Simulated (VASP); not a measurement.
# Mn3Si (Fm-3m) in VASP: further runs

Mn3Si is run at these levels: LDA; tasks: single point.

All numbers are computed with VASP 6.6.1; they aren't measurements. Logs are shortened: lines on timing, memory, paths and dates and some standing lists are left out, and cuts for length are marked.

## Step 1: The cell of the first run

The structure is cubic, space group Fm-3m (No. 225). Conventional cell: a = 5.722 Å, b = 5.722 Å, c = 5.722 Å, α = 90.00°, β = 90.00°, γ = 90.00°. Within 3.3 Å of Mn (site symmetry m-3m) lie 8 Mn at 2.48 Å and 6 Si at 2.86 Å. Mn (site symmetry -43m) has 10 Mn at 2.48 to 2.86 Å and 4 Si at 2.48 Å within 3.3 Å. Within 3.3 Å of Si (site symmetry m-3m) lie 14 Mn at 2.48 to 2.86 Å.

## Step 2: Single point, LDA, collinear spin, ferromagnetic start

INCAR reads:

```
PREC = Accurate
ENCUT = 520
EDIFF = 1E-6
ISMEAR = -1
SIGMA = 0.05
LREAL = False
LASPH = True
NELM = 150
ALGO = Normal
ISIF = 2
LWAVE = False
LCHARG = False
ISPIN = 2
MAGMOM = 4 4 4 0
LORBIT = 11
LMAXMIX = 4
NBANDS = 34
```

KPOINTS reads:

```
regular mesh
0
Gamma
  10 10 10
```

POSCAR reads:

```
Mn3Si
1.0
    0.0000000000      2.8610000000      2.8610000000
    2.8610000000      0.0000000000      2.8610000000
    2.8610000000      2.8610000000      0.0000000000
Mn Si
3 1
Direct
    0.5000000000      0.5000000000      0.5000000000
    0.2500000000      0.2500000000      0.2500000000
    0.7500000000      0.7500000000      0.7500000000
    0.0000000000      0.0000000000      0.0000000000
```

Potentials or basis: VASP PAW LDA potentials, release 64 (Mn_pv, Si).

The run is started by

```bash
> cat potpaw_LDA.64/Mn_pv/POTCAR potpaw_LDA.64/Si/POTCAR > POTCAR
> mpirun -np 1 vasp_std > vasp.out
```

OUTCAR:

```text
PREC = Accurate
   ENCUT = 520
   EDIFF = 1E-6
   ISMEAR = -1
   LREAL = False
   LASPH = True
   NELM = 150
   ISIF = 2
   ISPIN = 2
   LORBIT = 11

 ion  position               nearest neighbor table
   1  0.500  0.500  0.500-   2 2.48   2 2.48   2 2.48   3 2.48   3 2.48   3 2.48   3 2.48   2 2.48
                             4 2.86   4 2.86   4 2.86   4 2.86   4 2.86   4 2.86
   2  0.250  0.250  0.250-   4 2.48   4 2.48   4 2.48   1 2.48   1 2.48   1 2.48   4 2.48   1 2.48
                             3 2.86   3 2.86   3 2.86   3 2.86   3 2.86   3 2.86
   3  0.750  0.750  0.750-   1 2.48   1 2.48   1 2.48   4 2.48   4 2.48   4 2.48   4 2.48   1 2.48
                             2 2.86   2 2.86   2 2.86   2 2.86   2 2.86   2 2.86
   4  0.000  0.000  0.000-   3 2.48   3 2.48   3 2.48   2 2.48   2 2.48   2 2.48   3 2.48   2 2.48
                             1 2.86   1 2.86   1 2.86   1 2.86   1 2.86   1 2.86

  LATTYP: Found a face centered cubic cell.
 ALAT       =     5.7220000000

  Lattice vectors:

 A1 = (   0.0000000000,   2.8610000000,   2.8610000000)
 A2 = (   2.8610000000,   0.0000000000,   2.8610000000)
 A3 = (   2.8610000000,   2.8610000000,   0.0000000000)

Analysis of symmetry for initial positions (statically):
=====================================================================
 Subroutine PRICEL returns:
 Original cell was already a primitive cell.

 Routine SETGRP: Setting up the symmetry group for a
 face centered cubic supercell.

 Subroutine GETGRP returns: Found 48 space group operations
 (whereof 48 operations were pure point group operations)
 out of a pool of 48 trial point group operations.

The static configuration has the point symmetry O_h .

Analysis of symmetry for dynamics (positions and initial velocities):
=====================================================================
 Subroutine PRICEL returns:
 Original cell was already a primitive cell.

 Routine SETGRP: Setting up the symmetry group for a
 face centered cubic supercell.

 Subroutine GETGRP returns: Found 48 space group operations
 (whereof 48 operations were pure point group operations)
 out of a pool of 48 trial point group operations.

The dynamic configuration has the point symmetry O_h .

Analysis of structural, dynamic, and magnetic symmetry:
=====================================================================
 Subroutine PRICEL returns:
 Original cell was already a primitive cell.

 Routine SETGRP: Setting up the symmetry group for a
 face centered cubic supercell.

 Subroutine GETGRP returns: Found 48 space group operations
 (whereof 48 operations were pure point group operations)
 out of a pool of 48 trial point group operations.

The overall configuration has the point symmetry O_h .

 Subroutine INISYM returns: Found 48 space group operations
[... 134 lines left out ...]
  volume of cell :       46.84
 maximum number of plane-waves:      1295
   NGX = 15   NGY = 15   NGZ = 15

 number of electron      43.0000000 magnetization      12.0000000

 number of electron      43.0000044 magnetization       1.0952787

 Free energy of the ion-electron system (eV)
  ---------------------------------------------------
  ext. energy  EPLUGINS =         0.00000000
  ---------------------------------------------------
  free energy    TOTEN  =       -37.25379097 eV

  energy without entropy =      -37.21884149  energy(sigma->0) =      -37.23631623

 E-fermi :  10.0639     XC(G=0): -13.3972

 val. band max:       10.0542664247   @ k =  -0.2000   0.3000   0.1000
 cond. band min:      10.0652860539   @ k =   0.1000   0.1000   0.0000
 fundamental gap:      0.0110196293
 Fermi energy:        10.0639329796

 spin component 1

 k-point     1 :       0.0000    0.0000    0.0000
  band No.  band energies     occupation
      1     -38.6075      1.00000
      2     -38.6075      1.00000
      3     -38.6075      1.00000
      4     -36.9876      1.00000
      5     -36.9876      1.00000
      6     -36.9876      1.00000
[... 853 lines left out ...]
     32      18.9704      0.00000
     33      20.6156      0.00000

 [... further k-points ...]

 spin component 2

 k-point     1 :       0.0000    0.0000    0.0000
  band No.  band energies     occupation
      1     -37.5829      1.00000
      2     -37.5829      1.00000
      3     -37.5829      1.00000
      4     -37.5198      1.00000
      5     -37.5198      1.00000
      6     -37.5198      1.00000
[... 853 lines left out ...]
     32      18.9738      0.00000
     33      20.7590      0.00000

 [... further k-points ...]

 [bands above 33 left out]

------------------------ aborting loop because EDIFF is reached ----------------------------------------

  FORCE on cell =-STRESS in cart. coord.  units (eV):
  Direction    XX          YY          ZZ          XY          YZ          ZX
  --------------------------------------------------------------------------------------
  -------------------------------------------------------------------------------------
  Total       -7.0151679     -7.0151679     -7.0151679     -0.0000000      0.0000000     -0.0000000
  in kB     -239.9744925   -239.9744925   -239.9744925     -0.0000000      0.0000000     -0.0000000
  external PRESSURE =    -239.9744925 kB  Pullay stress =       0.0000000 kB

 VOLUME and BASIS-vectors are now :
 -----------------------------------------------------------------------------
  energy-cutoff  :      520.00
  volume of cell :       46.84
      direct lattice vectors                 reciprocal lattice vectors
     0.000000000  2.861000000  2.861000000    -0.174764069  0.174764069  0.174764069
     2.861000000  0.000000000  2.861000000     0.174764069 -0.174764069  0.174764069
     2.861000000  2.861000000  0.000000000     0.174764069  0.174764069 -0.174764069

 POSITION                                       TOTAL-FORCE (eV/Angst)
 -----------------------------------------------------------------------------------
      2.86100      2.86100      2.86100        -0.000000      0.000000     -0.000000
      1.43050      1.43050      1.43050         0.000000      0.000000      0.000000
      4.29150      4.29150      4.29150        -0.000000     -0.000000     -0.000000
      0.00000      0.00000      0.00000        -0.000000      0.000000     -0.000000
 -----------------------------------------------------------------------------------
    total drift:                                0.000000     -0.000000      0.000000

  FREE ENERGIE OF THE ION-ELECTRON SYSTEM (eV)
  ---------------------------------------------------
  free  energy   TOTEN  =       -37.2537909682 eV

  energy  without entropy=      -37.2188414919  energy(sigma->0) =      -37.23631623

 total charge

# of ion       s       p       d       tot
------------------------------------------
    1        0.375   6.346   5.100  11.822
    2        0.335   6.344   5.243  11.922
    3        0.335   6.344   5.243  11.922
    4        0.726   0.891   0.000   1.617
--------------------------------------------------
tot          1.771  19.926  15.586  37.283

 magnetization (x)

# of ion       s       p       d       tot
------------------------------------------
    1        0.019   0.020   2.255   2.293
    2       -0.004  -0.011  -0.621  -0.636
    3       -0.004  -0.011  -0.621  -0.636
    4        0.019   0.016   0.000   0.035
--------------------------------------------------
tot          0.029   0.014   1.014   1.057
```

OSZICAR:

```text
N       E                     dE             d eps       ncg     rms          rms(c)
DAV:   1     0.490781951441E+03    0.49078E+03   -0.23654E+04  6464   0.162E+03
DAV:   2    -0.102992695983E+02   -0.50108E+03   -0.47763E+03  6394   0.472E+02
[... 24 lines left out ...]
DAV:  27    -0.372528951013E+02    0.89583E-03   -0.25316E-03  6762   0.428E-01    0.376E-01
DAV:  28    -0.372537585493E+02   -0.86345E-03   -0.20909E-03  6744   0.396E-01    0.571E-02
DAV:  29    -0.372537861509E+02   -0.27602E-04   -0.81496E-05  6784   0.561E-02    0.226E-02
DAV:  30    -0.372537892301E+02   -0.30792E-05   -0.66733E-06  5788   0.154E-02    0.184E-02
DAV:  31    -0.372537912947E+02   -0.20646E-05   -0.36570E-06  3852   0.147E-02    0.775E-03
DAV:  32    -0.372537909682E+02    0.32645E-06   -0.39682E-06  4708   0.145E-02
   1 F= -.37253791E+02 E0= -.37236316E+02  d E =-.349495E-01  mag=     1.0910
```

stdout:

```text
POSCAR found type information on POSCAR MnSi
 POSCAR found :  2 types and       4 ions
 scaLAPACK will be used
 LDA part: xc-table for (Slater(with rela. corr.)+CA(PZ))
 , standard interpolation
 POSCAR, INCAR and KPOINTS ok, starting setup
 FFT: planning ... GRIDC
 FFT: planning ... GRID_SOFT
 FFT: planning ... GRID
 WAVECAR not read
 entering main loop
```

Wall time 13 min (1 thread of Intel Xeon 8259CL, shared host); peak memory 0.24 GiB.

What came out:

| Quantity | Value |
| --- | --- |
| Free energy | -37.2538 eV |
| Pressure | -24.0 GPa |
| Net moment | 1.10 μB per cell |
| Site moments | Mn +2.29, -0.64 (each value once); Si +0.04 μB |
| Valence electrons inside the program's atomic spheres | Mn 11.82, 11.92 (each value once); Si 1.62 |

Levels at points of the mesh, in eV from the Fermi level:
Spin up:
```tsv
k point	band 19	band 20	band 21	band 22	band 23	band 24	band 25	band 26
(0.00, 0.00, 0.00)	0.03	0.03	0.66	0.66	0.66	1.24	1.24	3.47
(0.50, 0.00, 0.00)	-0.56	-0.54	-0.54	-0.11	-0.11	0.56	0.56	0.80
(0.50, 0.50, 0.00)	-1.63	-0.74	-0.22	-0.22	0.21	0.67	0.82	0.82
```
Spin down:
```tsv
k point	band 19	band 20	band 21	band 22	band 23	band 24
(0.00, 0.00, 0.00)	0.22	0.22	0.22	0.80	0.80	1.49
(0.50, 0.00, 0.00)	-1.01	-1.01	-0.96	0.87	0.87	1.41
(0.50, 0.50, 0.00)	-0.61	-0.61	0.05	0.16	0.75	0.82
```

Caveat: the cell stands under tension.

## Step 3: Single point, LDA, non-collinear spin, typed start

INCAR reads:

```
ALGO = Normal ; EDIFF = 1E-6
ENCUT = 520 ; ISIF = 2
ISMEAR = -1 ; LASPH = T
LCHARG = F ; LMAXMIX = 4
LNONCOLLINEAR = T ; LORBIT = 11
LREAL = F ; LWAVE = F
MAGMOM = 0 0 2.4 0 0 -0.7 0 0 -0.7 0 0 0 ; NBANDS = 57
NELM = 150 ; PREC = Accurate
SIGMA = 0.05
```

KPOINTS reads:

```
k-points
0
Gamma
  10 10 10
```

POSCAR is that of step 2.

Potentials or basis: VASP PAW LDA potentials, release 64 (Mn_pv, Si).

The run is started by

```bash
> cat potpaw_LDA.64/Mn_pv/POTCAR potpaw_LDA.64/Si/POTCAR > POTCAR
> mpirun -np 1 vasp_ncl > vasp.out
```

Wall time 24 min (1 thread of Oxide Virtual Turin-like, shared host); peak memory 0.56 GiB.

The run converged. Its results:

- Free energy: -37.2544 eV
- Pressure: -24.0 GPa
- Band gap on the k mesh: zero (bands 43 and 44 overlap by 0.92 eV)
- Net moment: 1.09 μB per cell
- Valence electrons inside the program's atomic spheres: Mn 11.82, 11.92 (each value once); Si 1.62

Levels at points of the mesh, in eV from the Fermi level:
| k point | band 40 | band 41 | band 42 | band 43 | band 44 | band 45 | band 46 | band 47 |
| --- | --- | --- | --- | --- | --- | --- | --- | --- |
| (0.00, 0.00, 0.00) | 0.22 | 0.22 | 0.66 | 0.66 | 0.66 | 0.80 | 0.80 | 1.24 |
| (0.50, 0.00, 0.00) | -0.56 | -0.54 | -0.54 | -0.11 | -0.11 | 0.56 | 0.56 | 0.80 |
| (0.50, 0.50, 0.00) | -0.61 | -0.22 | -0.22 | 0.05 | 0.16 | 0.21 | 0.67 | 0.75 |
| (0.00, 0.50, 0.50) | -0.61 | -0.22 | -0.22 | 0.05 | 0.16 | 0.21 | 0.67 | 0.75 |

Moments on the atoms (μB; x, y, z):
```
Mn   0.00  0.00  2.29
Mn   0.00  0.00 -0.64
Mn   0.00  0.00 -0.64
Si   0.00  0.00  0.04
```

Caveat: the cell stands under tension.
